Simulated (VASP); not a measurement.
# Ti5C (P6/mmm) in VASP: notebook

The runs below take Ti5C through single point, relaxation of cell and atoms, with PBE.

Program: VASP 6.6.1. These are calculated values, not measurements. Logs are shortened: lines on timing, memory, paths and dates and some standing lists are left out, and cuts for length are marked.

### Step 1. The cell of the first run

Symmetry: P6/mmm, No. 191, hexagonal system. The conventional cell has a = 4.702 Å, b = 4.702 Å, c = 5.329 Å, α = 90.00°, β = 90.00°, γ = 120.00°. Ti (site symmetry -6m2) has 9 Ti at 2.71 to 2.99 Å and 3 C at 2.71 Å within 3.6 Å. Within 3.1 Å of Ti (site symmetry mmm) lie 8 Ti at 2.35 to 2.99 Å. Within 3.6 Å of C (site symmetry 6/mmm) lie 18 Ti at 2.71 to 3.55 Å.

### Step 2. Single point, PBE

Contents of INCAR:

```
SYSTEM = Ti5C
PREC = Accurate
ENCUT = 520
EDIFF = 1E-6
ISMEAR = 0
SIGMA = 0.1
LREAL = .FALSE.
LASPH = .TRUE.
NELM = 80
ALGO = Normal
ISIF = 2
LWAVE = .FALSE.
LCHARG = .FALSE.
GGA = PE
NBANDS = 41
```

Contents of KPOINTS:

```
regular mesh
0
G
  6 6 4
  0 0 0
```

Contents of POSCAR:

```
Ti5C
1.0
    4.7017468371     -0.0000000028      0.0000000000
   -2.3508734162      4.0718322045      0.0000000000
    0.0000000000      0.0000000000      5.3287928272
Ti C
5 1
Direct
    0.3333333333      0.6666666667      0.0000000000
    0.6666666667      0.3333333333      0.0000000000
    0.5000000000      0.0000000000      0.5000000000
    0.5000000000      0.5000000000      0.5000000000
    0.0000000000      0.5000000000      0.5000000000
    0.0000000000      0.0000000000      0.0000000000
```

Potentials or basis: VASP PAW PBE potentials, release 64 (Ti_sv, C).

Command:

```console
$ cat potpaw_PBE.64/Ti_sv/POTCAR potpaw_PBE.64/C/POTCAR > POTCAR
$ mpirun -np 1 vasp_std > vasp.out
```

OUTCAR:

```text
SYSTEM = Ti5C
   PREC = Accurate
   ENCUT = 520
   EDIFF = 1E-6
   ISMEAR = 0
   LREAL = .FALSE.
   LASPH = .TRUE.
   NELM = 80
   ISIF = 2
   GGA = PE

 ion  position               nearest neighbor table
   1  0.333  0.667  0.000-   2 2.71   2 2.71   2 2.71
   2  0.667  0.333  0.000-   1 2.71   1 2.71   1 2.71
   3  0.500  0.000  0.500-   5 2.35   5 2.35   4 2.35   4 2.35
   4  0.500  0.500  0.500-   5 2.35   5 2.35   3 2.35   3 2.35
   5  0.000  0.500  0.500-   3 2.35   3 2.35   4 2.35   4 2.35
   6  0.000  0.000  0.000-

  LATTYP: Found a hexagonal cell.
 ALAT       =     4.7017468371
 C/A-ratio  =     1.1333644732

  Lattice vectors:

 A1 = (   4.7017468371,  -0.0000000028,   0.0000000000)
 A2 = (  -2.3508734162,   4.0718322045,   0.0000000000)
 A3 = (   0.0000000000,   0.0000000000,   5.3287928272)

Analysis of symmetry for initial positions (statically):
=====================================================================
 Subroutine PRICEL returns:
 Original cell was already a primitive cell.

 Routine SETGRP: Setting up the symmetry group for a
 hexagonal supercell.

 Subroutine GETGRP returns: Found 24 space group operations
 (whereof 24 operations were pure point group operations)
 out of a pool of 24 trial point group operations.

The static configuration has the point symmetry D_6h.

Analysis of symmetry for dynamics (positions and initial velocities):
=====================================================================
 Subroutine PRICEL returns:
 Original cell was already a primitive cell.

 Routine SETGRP: Setting up the symmetry group for a
 hexagonal supercell.

 Subroutine GETGRP returns: Found 24 space group operations
 (whereof 24 operations were pure point group operations)
 out of a pool of 24 trial point group operations.

The dynamic configuration has the point symmetry D_6h.

 Subroutine INISYM returns: Found 24 space group operations
 (whereof 24 operations are pure point group operations),
 and found     1 'primitive' translations

----------------------------------------------------------------------------------------

                                     Primitive cell

  volume of cell :     102.0183

  direct lattice vectors                    reciprocal lattice vectors
     4.701746837 -0.000000003  0.000000000     0.212686909  0.122794844  0.000000000
    -2.350873416  4.071832204  0.000000000     0.000000000  0.245589688  0.000000000
     0.000000000  0.000000000  5.328792827     0.000000000  0.000000000  0.187659763
[... 85 lines left out ...]
   LASPH  =      T    aspherical Exc in radial PAW
   ENCUT  =  520.0 eV  38.22 Ry    6.18 a.u.   8.74  8.74  9.91*2*pi/ulx,y,z
   NELM   =     80;   NELMIN=  2; NELMDL= -5     # of ELM steps
   EDIFF  = 0.1E-05   stopping-criterion for ELM
   LREAL  =      F    real-space projection
[... 7 lines left out ...]
   TEBEG  =    0.0;   TEEND  =   0.0 temperature during run
   PSTRESS=    0.0 pullay stress
   NELECT =      64.0000    total number of electrons
   NUPDOWN=      -1.0000    fix difference up-down
   EMIN   =  10.00;   EMAX   =-10.00  energy-range for DOS
   EFERMI =   0.00;   METHOD = LEGACY
   ISMEAR =     0;   SIGMA  =   0.10  broadening in eV -4-tet -1-fermi 0-gaus
   EFERMI_NEDOS =   21; number of points for ismear=-14 and -15
   IALGO  =     38    algorithm
   IMIX   =      4    mixing-type and parameters
     AMIX     =   0.40;   BMIX     =  1.00
     AMIX_MAG =   1.60;   BMIX_MAG =  1.00
  volume/ion in A,a.u.               =      17.00       114.74
  Fermi-wavevector in a.u.,A,eV,Ry     =   1.401443  2.648344 26.722429  1.964043
  Thomas-Fermi vector in A             =   2.524304
   LORBIT       =      0    0 simple, 1 ext, 2 COOP (PROOUT), +10 PAW based schemes
   GGA     = PE    functional components
   LHFCALC =     F    Hartree Fock is set to
   AEXX    =    0.0000 exact exchange contribution
   IVDW    =     0    specifies the selected vdW correction
   LEPSILON=     F    determine dielectric tensor
   LRPA    =     F    only Hartree local field effects (RPA)
 non-spin polarized calculation
 Gauss-broadening in eV      SIGMA  =   0.10
  energy-cutoff  :      520.00
  volume of cell :      102.02
 maximum number of plane-waves:      2780
 NGX is ok and might be reduce to    36
   NGX = 17   NGY = 17   NGZ = 19

 number of electron      64.0000012 magnetization

 Free energy of the ion-electron system (eV)
  ---------------------------------------------------
  ext. energy  EPLUGINS =         0.00000000
  ---------------------------------------------------
  free energy    TOTEN  =       -39.98847763 eV

  energy without entropy =      -39.93228008  energy(sigma->0) =      -39.96037886

 E-fermi :   6.9493     XC(G=0): -11.0176

 val. band max:        6.9261865770   @ k =   0.3333  -0.0000   0.5000
 cond. band min:       6.9516224273   @ k =   0.5000  -0.0000   0.0000
 fundamental gap:      0.0254358503
 Fermi energy:         6.9492915125

 k-point     1 :       0.0000    0.0000    0.0000
  band No.  band energies     occupation
      1     -49.8148      2.00000
      2     -49.6800      2.00000
      3     -49.4497      2.00000
      4     -48.8705      2.00000
      5     -48.8705      2.00000
      6     -27.0202      2.00000
[... 913 lines left out ...]
     40       9.0011      0.00000
     41       9.3469      0.00000

------------------------ aborting loop because EDIFF is reached ----------------------------------------

  FORCE on cell =-STRESS in cart. coord.  units (eV):
  Direction    XX          YY          ZZ          XY          YZ          ZX
  --------------------------------------------------------------------------------------
  -------------------------------------------------------------------------------------
  Total       -0.0634847     -0.0634847     -0.1167582      0.0000000      0.0000000      0.0000000
  in kB       -0.9970153     -0.9970153     -1.8336650      0.0000000      0.0000000      0.0000000
  external PRESSURE =      -1.2758985 kB  Pullay stress =       0.0000000 kB

 VOLUME and BASIS-vectors are now :
 -----------------------------------------------------------------------------
  energy-cutoff  :      520.00
  volume of cell :      102.02
      direct lattice vectors                 reciprocal lattice vectors
     4.701746837 -0.000000003  0.000000000     0.212686909  0.122794844  0.000000000
    -2.350873416  4.071832204  0.000000000     0.000000000  0.245589688  0.000000000
     0.000000000  0.000000000  5.328792827     0.000000000  0.000000000  0.187659763

 POSITION                                       TOTAL-FORCE (eV/Angst)
 -----------------------------------------------------------------------------------
      0.00000      2.71455      0.00000        -0.000000     -0.000000      0.000000
      2.35087      1.35728      0.00000        -0.000000      0.000000     -0.000000
      2.35087     -0.00000      2.66440         0.000000      0.000000     -0.000000
      1.17544      2.03592      2.66440         0.000000      0.000000     -0.000000
     -1.17544      2.03592      2.66440         0.000000      0.000000     -0.000000
      0.00000      0.00000      0.00000         0.000000      0.000000     -0.000000
 -----------------------------------------------------------------------------------
    total drift:                                0.000000      0.000000      0.000000

  FREE ENERGIE OF THE ION-ELECTRON SYSTEM (eV)
  ---------------------------------------------------
  free  energy   TOTEN  =       -39.9884776342 eV

  energy  without entropy=      -39.9322800807  energy(sigma->0) =      -39.96037886
```

stdout:

```text
POSCAR found type information on POSCAR TiC
 POSCAR found :  2 types and       6 ions
 scaLAPACK will be used
 LDA part: xc-table for (Slater+PW92), standard interpolation
 POSCAR, INCAR and KPOINTS ok, starting setup
 FFT: planning ... GRIDC
 FFT: planning ... GRID_SOFT
 FFT: planning ... GRID
 WAVECAR not read
 entering main loop
```

It took 2 min on 1 thread of Intel Xeon Platinum 8488C (Sapphire Rapids), shared host; peak memory 0.24 GiB.

Results:

```
Free energy            : -39.9885 eV
Pressure               : -0.1 GPa
Band gap on the k mesh : zero (band 32 reaches 7.04 eV, above the bottom of band 33 at 6.75 eV)
```

Levels at points of the mesh, in eV from the Fermi level:
| k point | band 28 | band 29 | band 30 | band 31 | band 32 | band 33 | band 34 | band 35 | band 36 | band 37 |
| --- | --- | --- | --- | --- | --- | --- | --- | --- | --- | --- |
| (0.00, 0.00, 0.00) | -1.36 | -1.14 | -1.14 | -0.39 | -0.39 | 0.13 | 0.13 | 0.22 | 0.22 | 0.87 |
| (0.50, 0.00, 0.00) | -0.72 | -0.62 | -0.22 | -0.21 | -0.13 | 0.00 | 0.15 | 1.25 | 1.38 | 1.47 |
| (0.00, 0.00, 0.50) | -1.31 | -1.01 | -0.76 | -0.38 | -0.38 | 0.60 | 0.60 | 0.73 | 0.73 | 0.78 |
| (0.50, 0.00, 0.50) | -0.79 | -0.67 | -0.45 | -0.33 | 0.01 | 0.16 | 0.30 | 1.26 | 1.28 | 1.44 |

(Continued in part 2 of 2.)
